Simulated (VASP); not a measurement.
# CdSe (rocksalt type) (Fm-3m) in VASP: single point with PBEsol

Aim: the single point of CdSe (rocksalt type) with PBEsol.

All numbers are computed with VASP 6.6.1; they aren't measurements. Logs are shortened: lines on timing, memory, paths and dates and some standing lists are left out, and cuts for length are marked.

**1. The cell of the first run**

Symmetry: Fm-3m, No. 225, cubic system. The conventional cell has a = 5.513 Å, b = 5.513 Å, c = 5.513 Å, α = 90.00°, β = 90.00°, γ = 90.00°. Within 3.6 Å of Cd (site symmetry m-3m) lie 6 Se at 2.76 Å. Within 3.6 Å of Se (site symmetry m-3m) lie 6 Cd at 2.76 Å.

**2. Single point, PBEsol, collinear spin, ferromagnetic start**

File INCAR:

```
PREC = Accurate
ENCUT = 520
EDIFF = 1E-6
ISMEAR = -1
SIGMA = 0.05
LREAL = False
LASPH = True
NELM = 150
ALGO = Normal
ISIF = 2
LWAVE = False
LCHARG = False
ISPIN = 2
MAGMOM = 0.2 0.2
LORBIT = 11
GGA = PS
NBANDS = 20
```

File KPOINTS:

```
regular mesh
0
Gamma
  12 12 12
```

File POSCAR:

```
CdSe
1.0
    0.0000000000      2.7564613135      2.7564613135
    2.7564613135      0.0000000000      2.7564613135
    2.7564613135      2.7564613135      0.0000000000
Cd Se
1 1
Direct
    0.0000000000      0.0000000000      0.0000000000
    0.5000000000      0.5000000000      0.5000000000
```

Potentials or basis: VASP PAW PBE potentials, release 64 (Cd, Se).

On the command line:

```sh
> cat potpaw_PBE.64/Cd/POTCAR potpaw_PBE.64/Se/POTCAR > POTCAR
> mpirun -np 1 vasp_std > vasp.out
```

OUTCAR:

```text
PREC = Accurate
   ENCUT = 520
   EDIFF = 1E-6
   ISMEAR = -1
   LREAL = False
   LASPH = True
   NELM = 150
   ISIF = 2
   ISPIN = 2
   LORBIT = 11
   GGA = PS

 ion  position               nearest neighbor table
   1  0.000  0.000  0.000-   2 2.76   2 2.76   2 2.76   2 2.76   2 2.76   2 2.76
   2  0.500  0.500  0.500-   1 2.76   1 2.76   1 2.76   1 2.76   1 2.76   1 2.76

  LATTYP: Found a face centered cubic cell.
 ALAT       =     5.5129226270

  Lattice vectors:

 A1 = (   0.0000000000,   2.7564613135,   2.7564613135)
 A2 = (   2.7564613135,   0.0000000000,   2.7564613135)
 A3 = (   2.7564613135,   2.7564613135,   0.0000000000)

Analysis of symmetry for initial positions (statically):
=====================================================================
 Subroutine PRICEL returns:
 Original cell was already a primitive cell.

 Routine SETGRP: Setting up the symmetry group for a
 face centered cubic supercell.

 Subroutine GETGRP returns: Found 48 space group operations
 (whereof 48 operations were pure point group operations)
 out of a pool of 48 trial point group operations.

The static configuration has the point symmetry O_h .

Analysis of symmetry for dynamics (positions and initial velocities):
=====================================================================
 Subroutine PRICEL returns:
 Original cell was already a primitive cell.

 Routine SETGRP: Setting up the symmetry group for a
 face centered cubic supercell.

 Subroutine GETGRP returns: Found 48 space group operations
 (whereof 48 operations were pure point group operations)
 out of a pool of 48 trial point group operations.

The dynamic configuration has the point symmetry O_h .

Analysis of structural, dynamic, and magnetic symmetry:
=====================================================================
 Subroutine PRICEL returns:
 Original cell was already a primitive cell.

 Routine SETGRP: Setting up the symmetry group for a
 face centered cubic supercell.

 Subroutine GETGRP returns: Found 48 space group operations
 (whereof 48 operations were pure point group operations)
 out of a pool of 48 trial point group operations.

The overall configuration has the point symmetry O_h .

 Subroutine INISYM returns: Found 48 space group operations
 (whereof 48 operations are pure point group operations),
 and found     1 'primitive' translations

----------------------------------------------------------------------------------------

                                     Primitive cell
[... 108 lines left out ...]
   IALGO  =     38    algorithm
   IMIX   =      4    mixing-type and parameters
     AMIX     =   0.40;   BMIX     =  1.00
     AMIX_MAG =   1.60;   BMIX_MAG =  1.00
  volume/ion in A,a.u.               =      20.94       141.34
  Fermi-wavevector in a.u.,A,eV,Ry     =   1.235389  2.334547 20.765024  1.526186
  Thomas-Fermi vector in A             =   2.370041
   LORBIT       =     11    0 simple, 1 ext, 2 COOP (PROOUT), +10 PAW based schemes
   GGA     = PS    functional components
   LHFCALC =     F    Hartree Fock is set to
   AEXX    =    0.0000 exact exchange contribution
   IVDW    =     0    specifies the selected vdW correction
   LEPSILON=     F    determine dielectric tensor
   LRPA    =     F    only Hartree local field effects (RPA)
 spin polarized calculation
  energy-cutoff  :      520.00
  volume of cell :       41.89
 maximum number of plane-waves:      1158
 NGX is ok and might be reduce to    30
   NGX = 15   NGY = 15   NGZ = 15

 number of electron      18.0000005 magnetization      -0.0005560

 number of electron      18.0000005 magnetization       0.0000229

 Free energy of the ion-electron system (eV)
  ---------------------------------------------------
  ext. energy  EPLUGINS =         0.00000000
  ---------------------------------------------------
  free energy    TOTEN  =        -5.94425464 eV

  energy without entropy =       -5.93973207  energy(sigma->0) =       -5.94199335

 E-fermi :   3.3399     XC(G=0): -10.7968

 val. band max:        3.3158508172   @ k =  -0.2500   0.1667   0.0000
 cond. band min:       3.6112152374   @ k =  -0.4167   0.5000   0.0833
 fundamental gap:      0.2953644202
 Fermi energy:         3.3399042183

 spin component 1

 k-point     1 :       0.0000    0.0000    0.0000
  band No.  band energies     occupation
      1     -10.4556      1.00000
      2      -4.8545      1.00000
      3      -4.8545      1.00000
      4      -4.8329      1.00000
      5      -4.8329      1.00000
      6      -4.8329      1.00000
[... 541 lines left out ...]
     19      21.3212      0.00000
     20      23.4533      0.00000

 [... further k-points ...]

 spin component 2

 k-point     1 :       0.0000    0.0000    0.0000
  band No.  band energies     occupation
      1     -10.4556      1.00000
      2      -4.8544      1.00000
      3      -4.8544      1.00000
      4      -4.8329      1.00000
      5      -4.8329      1.00000
      6      -4.8329      1.00000
[... 541 lines left out ...]
     19      21.3212      0.00000
     20      23.4533      0.00000

 [... further k-points ...]
[... 5 lines left out ...]
  --------------------------------------------------------------------------------------
  -------------------------------------------------------------------------------------
  Total        1.4877455      1.4877455      1.4877455     -0.0000000      0.0000000      0.0000000
  in kB       56.9054050     56.9054050     56.9054050     -0.0000000      0.0000000      0.0000000
  external PRESSURE =      56.9054050 kB  Pullay stress =       0.0000000 kB

 VOLUME and BASIS-vectors are now :
 -----------------------------------------------------------------------------
  energy-cutoff  :      520.00
  volume of cell :       41.89
      direct lattice vectors                 reciprocal lattice vectors
     0.000000000  2.756461314  2.756461314    -0.181391989  0.181391989  0.181391989
     2.756461314  0.000000000  2.756461314     0.181391989 -0.181391989  0.181391989
     2.756461314  2.756461314  0.000000000     0.181391989  0.181391989 -0.181391989

 POSITION                                       TOTAL-FORCE (eV/Angst)
 -----------------------------------------------------------------------------------
      0.00000      0.00000      0.00000         0.000000      0.000000      0.000000
      2.75646      2.75646      2.75646         0.000000     -0.000000     -0.000000
 -----------------------------------------------------------------------------------
    total drift:                               -0.000000      0.000000      0.000000

  FREE ENERGIE OF THE ION-ELECTRON SYSTEM (eV)
  ---------------------------------------------------
  free  energy   TOTEN  =        -5.9442546365 eV

  energy  without entropy=       -5.9397320716  energy(sigma->0) =       -5.94199335

 total charge

# of ion       s       p       d       tot
------------------------------------------
    1        0.428   0.293   9.566  10.288
    2        1.463   2.380   0.029   3.871
--------------------------------------------------
tot          1.891   2.673   9.595  14.159

 magnetization (x)

# of ion       s       p       d       tot
------------------------------------------
    1        0.000   0.000   0.000   0.000
    2       -0.000  -0.000   0.000  -0.000
--------------------------------------------------
tot          0.000  -0.000   0.000   0.000
```

OSZICAR:

```text
N       E                     dE             d eps       ncg     rms          rms(c)
DAV:   1     0.111430946018E+03    0.11143E+03   -0.86113E+03  6112   0.817E+02
DAV:   2    -0.184342474337E+01   -0.11327E+03   -0.10412E+03  6404   0.220E+02
DAV:   3    -0.632096568386E+01   -0.44775E+01   -0.44502E+01  6784   0.449E+01
DAV:   4    -0.633632538726E+01   -0.15360E-01   -0.15358E-01  6412   0.262E+00
DAV:   5    -0.633636702484E+01   -0.41638E-04   -0.41638E-04  6656   0.131E-01    0.694E+00
DAV:   6    -0.597037950142E+01    0.36599E+00   -0.40759E-01  7024   0.869E+00    0.564E+00
DAV:   7    -0.594624296044E+01    0.24137E-01   -0.10475E-01  6628   0.203E+00    0.267E+00
DAV:   8    -0.594482535344E+01    0.14176E-02   -0.13595E-02  6164   0.116E+00    0.638E-01
DAV:   9    -0.594434736208E+01    0.47799E-03   -0.61809E-04  6144   0.196E-01    0.179E-01
DAV:  10    -0.594424688116E+01    0.10048E-03   -0.11000E-04  6632   0.107E-01    0.525E-02
DAV:  11    -0.594425121761E+01   -0.43364E-05   -0.24734E-05  6204   0.405E-02    0.237E-02
DAV:  12    -0.594425658407E+01   -0.53665E-05   -0.63243E-06  6392   0.229E-02    0.158E-02
DAV:  13    -0.594425471406E+01    0.18700E-05   -0.74798E-07  3496   0.836E-03    0.322E-03
DAV:  14    -0.594425463651E+01    0.77548E-07   -0.26290E-07  3176   0.367E-03
   1 F= -.59442546E+01 E0= -.59419934E+01  d E =-.452256E-02  mag=     0.0000
```

Run time: 50 s. Hardware: 1 thread of Intel Xeon 6975P-C (Granite Rapids), shared host; peak memory 0.24 GiB.

What came out:

```
Free energy                                           : -5.9443 eV
Pressure                                              : 5.7 GPa
Band gap on the k mesh                                : zero (filled and empty bands overlap)
Net moment                                            : 0.00 μB per cell
Valence electrons inside the program's atomic spheres : Cd 10.29; Se 3.87
```

Levels at points of the mesh, in eV from the Fermi level:
Spin up:
| k point | band 5 | band 6 | band 7 | band 8 | band 9 | band 10 | band 11 | band 12 | band 13 | band 14 |
| --- | --- | --- | --- | --- | --- | --- | --- | --- | --- | --- |
| (0.00, 0.00, 0.00) | -8.17 | -8.17 | -0.86 | -0.86 | -0.86 | 0.47 | 8.65 | 8.65 | 8.65 | 9.87 |
| (0.50, 0.00, 0.00) | -7.97 | -7.97 | -5.63 | -0.04 | -0.04 | 2.78 | 5.11 | 5.11 | 6.83 | 11.58 |
| (0.50, 0.50, 0.00) | -7.90 | -7.20 | -5.01 | -2.60 | -2.60 | -0.60 | 5.16 | 10.49 | 11.11 | 11.11 |
Spin down:
```csv
k point,band 7,band 8,band 9,band 10,band 11,band 12
"(0.00, 0.00, 0.00)",-0.86,-0.86,-0.86,0.47,8.65,8.65
"(0.50, 0.00, 0.00)",-5.63,-0.04,-0.04,2.78,5.11,5.11
"(0.50, 0.50, 0.00)",-5.01,-2.60,-2.60,-0.60,5.16,10.49
```

Caveat: the PAW data sets were made with another functional, which shifts forces and pressure a little.
